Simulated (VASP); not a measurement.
# Pb (Im-3m) in VASP: a series of runs

The runs below take Pb through single point, with PBE+D3(BJ).

Everything below comes from runs of VASP 6.6.1. Logs are shortened: lines on timing, memory, paths and dates and some standing lists are left out, and cuts for length are marked.

## (1) The cell of the first run

Symmetry: Im-3m, No. 229, cubic system. The conventional cell has a = 3.940 Å, b = 3.940 Å, c = 3.940 Å, α = 90.00°, β = 90.00°, γ = 90.00°. Pb (site symmetry m-3m) has 14 Pb at 3.41 to 3.94 Å within 4.5 Å.

## (2) Single point, PBE+D3(BJ)

INCAR reads:

```
PREC     = Accurate       # precision mode
ENCUT    = 500            # plane-wave cutoff, eV
EDIFF    = 1E-6           # SCF threshold, eV
ISMEAR   = -1             # smearing method
SIGMA    = 0.3            # smearing width, eV
LREAL    = F              # projectors in reciprocal space
LASPH    = T              # aspherical terms in the spheres
NELM     = 120            # most SCF steps
ALGO     = Normal         # electronic algorithm
ISIF     = 2              # what is computed and relaxed
LWAVE    = F              # write WAVECAR
LCHARG   = F              # write CHGCAR
GGA      = PE             # functional
IVDW     = 12             # dispersion correction
NBANDS   = 13             # bands
GGA_COMPAT= F
```

KPOINTS reads:

```
regular mesh
0
Gamma
  7 7 7
```

POSCAR reads:

```
Pb
1.0
   -1.9701595334      1.9701595334      1.9701595334
    1.9701595334     -1.9701595334      1.9701595334
    1.9701595334      1.9701595334     -1.9701595334
Pb
1
Direct
    0.0000000000      0.0000000000      0.0000000000
```

Potentials or basis: VASP PAW PBE potentials, release 64 (Pb_d).

Launch:

```bash
$ cat potpaw_PBE.64/Pb_d/POTCAR > POTCAR
$ mpirun -np 1 vasp_std > vasp.out
```

OUTCAR:

```text
PREC = Accurate
   ENCUT = 500
   EDIFF = 1E-6
   ISMEAR = -1
   LREAL = F
   LASPH = T
   NELM = 120
   ISIF = 2
   GGA = PE
   IVDW = 12
 IVDW          = 12

 ion  position               nearest neighbor table
   1  0.000  0.000  0.000-

  LATTYP: Found a body centered cubic cell.
 ALAT       =     3.9403190668

  Lattice vectors:

 A1 = (  -1.9701595334,   1.9701595334,   1.9701595334)
 A2 = (   1.9701595334,  -1.9701595334,   1.9701595334)
 A3 = (   1.9701595334,   1.9701595334,  -1.9701595334)

Analysis of symmetry for initial positions (statically):
=====================================================================
 Subroutine PRICEL returns:
 Original cell was already a primitive cell.

 Routine SETGRP: Setting up the symmetry group for a
 body centered cubic supercell.

 Subroutine GETGRP returns: Found 48 space group operations
 (whereof 48 operations were pure point group operations)
 out of a pool of 48 trial point group operations.

The static configuration has the point symmetry O_h .

Analysis of symmetry for dynamics (positions and initial velocities):
=====================================================================
 Subroutine PRICEL returns:
 Original cell was already a primitive cell.

 Routine SETGRP: Setting up the symmetry group for a
 body centered cubic supercell.

 Subroutine GETGRP returns: Found 48 space group operations
 (whereof 48 operations were pure point group operations)
 out of a pool of 48 trial point group operations.

The dynamic configuration has the point symmetry O_h .

 Subroutine INISYM returns: Found 48 space group operations
 (whereof 48 operations are pure point group operations),
 and found     1 'primitive' translations

----------------------------------------------------------------------------------------

                                     Primitive cell

  volume of cell :      30.5889

  direct lattice vectors                    reciprocal lattice vectors
    -1.970159533  1.970159533  1.970159533     0.000000000  0.253786555  0.253786555
     1.970159533 -1.970159533  1.970159533     0.253786555  0.000000000  0.253786555
     1.970159533  1.970159533 -1.970159533     0.253786555  0.253786555  0.000000000

  length of vectors
     3.412416411  3.412416411  3.412416411     0.358908387  0.358908387  0.358908387
[... 78 lines left out ...]
   IBRION =     -1    ionic relax: 0-MD 1-quasi-New 2-CG
   NFREE  =      0    steps in history (QN), initial steepest desc. (CG)
   ISIF   =      2    stress and relaxation
   ISYM   =      2    0-nonsym 1-usesym 2-fastsym
   POTIM  = 0.5000    time-step for ionic-motion
   TEBEG  =    0.0;   TEEND  =   0.0 temperature during run
   PSTRESS=    0.0 pullay stress
   NELECT =      14.0000    total number of electrons
   NUPDOWN=      -1.0000    fix difference up-down
   EMIN   =  10.00;   EMAX   =-10.00  energy-range for DOS
   EFERMI =   0.00;   METHOD = LEGACY
   ISMEAR =    -1;   SIGMA  =   0.30  broadening in eV -4-tet -1-fermi 0-gaus
   EFERMI_NEDOS =   21; number of points for ismear=-14 and -15
   IALGO  =     38    algorithm
   IMIX   =      4    mixing-type and parameters
     AMIX     =   0.40;   BMIX     =  1.00
     AMIX_MAG =   1.60;   BMIX_MAG =  1.00
  volume/ion in A,a.u.               =      30.59       206.42
  Fermi-wavevector in a.u.,A,eV,Ry     =   1.261623  2.384121 21.656278  1.591692
  Thomas-Fermi vector in A             =   2.395072
   LORBIT       =      0    0 simple, 1 ext, 2 COOP (PROOUT), +10 PAW based schemes
   GGA     = PE    functional components
   LHFCALC =     F    Hartree Fock is set to
   AEXX    =    0.0000 exact exchange contribution
   IVDW    =    12    specifies the selected vdW correction
   LEPSILON=     F    determine dielectric tensor
   LRPA    =     F    only Hartree local field effects (RPA)
 non-spin polarized calculation
  energy-cutoff  :      500.00
  volume of cell :       30.59
 maximum number of plane-waves:       788
 NGX is ok and might be reduce to    28
   NGX = 13   NGY = 13   NGZ = 13

 number of electron      14.0000004 magnetization

 Free energy of the ion-electron system (eV)
  ---------------------------------------------------
  ext. energy  EPLUGINS =         0.00000000
  ---------------------------------------------------
  free energy    TOTEN  =        -3.61636370 eV

  energy without entropy =       -3.45893774  energy(sigma->0) =       -3.53765072

 E-fermi :   7.2160     XC(G=0): -10.1464

 val. band max:        7.0792336545   @ k =  -0.4286   0.4286   0.4286
 cond. band min:       7.2295847806   @ k =   0.2857   0.0000   0.0000
 fundamental gap:      0.1503511261
 Fermi energy:         7.2159760441

 k-point     1 :       0.0000    0.0000    0.0000
  band No.  band energies     occupation
      1      -9.9411      2.00000
      2      -9.9411      2.00000
      3      -9.9411      2.00000
      4      -9.7074      2.00000
      5      -9.7074      2.00000
      6      -4.5145      2.00000
      7      14.7511      0.00000
      8      14.7511      0.00000
      9      14.7511      0.00000
     10      18.2852      0.00000
     11      18.2852      0.00000
     12      18.2852      0.00000
     13      18.9263      0.00000
[... 290 lines left out ...]
  band No.  band energies     occupation
      1      -9.9798      2.00000
      2      -9.9655      2.00000
      3      -9.6225      2.00000
      4      -9.6225      2.00000
      5      -9.6157      2.00000
      6       1.4646      2.00000
      7       6.6697      1.72132
      8       7.0792      1.22404
      9       7.0792      1.22404
     10      11.8987      0.00000
     11      12.9630      0.00000
     12      23.2747      0.00000
     13      25.2459      0.00000

------------------------ aborting loop because EDIFF is reached ----------------------------------------

 Edisp (eV)   -0.40567

 E8    (eV) :    -0.2055

  FORCE on cell =-STRESS in cart. coord.  units (eV):
  Direction    XX          YY          ZZ          XY          YZ          ZX
  --------------------------------------------------------------------------------------
  -------------------------------------------------------------------------------------
  Total      -0.06975    -0.06975    -0.06975     0.00000     0.00000    -0.00000
  in kB      -3.65343    -3.65343    -3.65343     0.00000     0.00000    -0.00000
  external pressure =       -3.65 kB  Pullay stress =        0.00 kB

 VOLUME and BASIS-vectors are now :
 -----------------------------------------------------------------------------
  energy-cutoff  :      500.00
  volume of cell :       30.59
      direct lattice vectors                 reciprocal lattice vectors
    -1.970159533  1.970159533  1.970159533     0.000000000  0.253786555  0.253786555
     1.970159533 -1.970159533  1.970159533     0.253786555  0.000000000  0.253786555
     1.970159533  1.970159533 -1.970159533     0.253786555  0.253786555  0.000000000

 POSITION                                       TOTAL-FORCE (eV/Angst)
 -----------------------------------------------------------------------------------
      0.00000      0.00000      0.00000        -0.000000      0.000000      0.000000
 -----------------------------------------------------------------------------------
    total drift:                               -0.000000     -0.000000     -0.000000

  FREE ENERGIE OF THE ION-ELECTRON SYSTEM (eV)
  ---------------------------------------------------
  free  energy   TOTEN  =        -4.0220298029 eV

  energy  without entropy=       -3.8646038337  energy(sigma->0) =       -3.94331682
```

OSZICAR:

```text
N       E                     dE             d eps       ncg     rms          rms(c)
DAV:   1     0.106515937394E+03    0.10652E+03   -0.69347E+03   530   0.124E+03
DAV:   2     0.174854227144E+01   -0.10477E+03   -0.10162E+03   535   0.311E+02
DAV:   3    -0.349463539516E+01   -0.52432E+01   -0.52111E+01   668   0.744E+01
DAV:   4    -0.362311647080E+01   -0.12848E+00   -0.12845E+00   644   0.123E+01
DAV:   5    -0.362841557646E+01   -0.52991E-02   -0.52990E-02   692   0.218E+00    0.535E-01
DAV:   6    -0.361867157755E+01    0.97440E-02   -0.13816E-02   665   0.207E+00    0.267E-01
DAV:   7    -0.361641853226E+01    0.22530E-02   -0.59150E-03   663   0.125E+00    0.915E-02
DAV:   8    -0.361636440560E+01    0.54127E-04   -0.41058E-04   691   0.310E-01    0.924E-03
DAV:   9    -0.361636370487E+01    0.70073E-06   -0.90857E-06   746   0.458E-02
   1 F= -.40220298E+01 E0= -.39433168E+01  d E =-.157426E+00
```

stdout:

```text
POSCAR found type information on POSCAR Pb
 POSCAR found :  1 types and       1 ions
 scaLAPACK will be used
 LDA part: xc-table for (Slater+PW92), standard interpolation
 POSCAR, INCAR and KPOINTS ok, starting setup
 FFT: planning ... GRIDC
 FFT: planning ... GRID_SOFT
 FFT: planning ... GRID
 WAVECAR not read
 entering main loop
```

Run time: 6.9 s. Hardware: 1 thread of Intel Xeon 6975P-C, shared host; peak memory 0.16 GiB.

Results:

```
Free energy                : -4.0220 eV
Pressure                   : -0.4 GPa
Band gap on the k mesh     : zero (band 7 reaches 14.75 eV, above the bottom of band 8 at 5.51 eV)
Dispersion energy per atom : -0.406 eV
```

Caveat: three body term missing; spin-orbit coupling is left out, which moves the levels of the heavy elements; pairwise dispersion overbinds metals, which lowers pressure and volume.

## (3) Single point, PBE+D3(BJ)

This run uses another cell than the first one, of 31.03 Å³/atom, 1.015 times its volume.

INCAR reads:

```
  PREC = Accurate
  ENCUT = 500
  EDIFF = 1E-6
  ISMEAR = -1
  SIGMA = 0.3
  LREAL = F
  LASPH = T
  NELM = 120
  ALGO = Normal
  ISIF = 2
  LWAVE = F
  LCHARG = F
  GGA = PE
  IVDW = 12
  NBANDS = 13
  GGA_COMPAT = F
```

KPOINTS is that of step 2.

POSCAR reads:

```
Pb
1.0
   -1.9796600000      1.9796600000      1.9796600000
    1.9796600000     -1.9796600000      1.9796600000
    1.9796600000      1.9796600000     -1.9796600000
Pb
1
Direct
    0.0000000000      0.0000000000      0.0000000000
```

Potentials or basis: VASP PAW PBE potentials, release 64 (Pb_d).

Launch:

```bash
$ cat potpaw_PBE.64/Pb_d/POTCAR > POTCAR
$ mpirun -np 1 vasp_std > vasp.out
```

It took 7.1 s on 1 thread of Intel Xeon 6975P-C, shared host; peak memory 0.16 GiB.

Results (log left out):

| Property | Result |
| --- | --- |
| Free energy | -4.0205 eV |
| Pressure | -0.9 GPa |
| Band gap on the k mesh | zero (band 7 reaches 14.46 eV, above the bottom of band 8 at 5.38 eV) |
| Dispersion energy per atom | -0.400 eV |

Levels at points of the mesh, in eV from the Fermi level:
| k point | band 4 | band 5 | band 6 | band 7 | band 8 | band 9 | band 10 | band 11 |
| --- | --- | --- | --- | --- | --- | --- | --- | --- |
| (0.00, 0.00, 0.00) | -16.92 | -16.92 | -11.63 | 7.41 | 7.41 | 7.41 | 11.05 | 11.05 |

Caveat: three body term missing; spin-orbit coupling is left out, which moves the levels of the heavy elements; pairwise dispersion overbinds metals, which lowers pressure and volume.
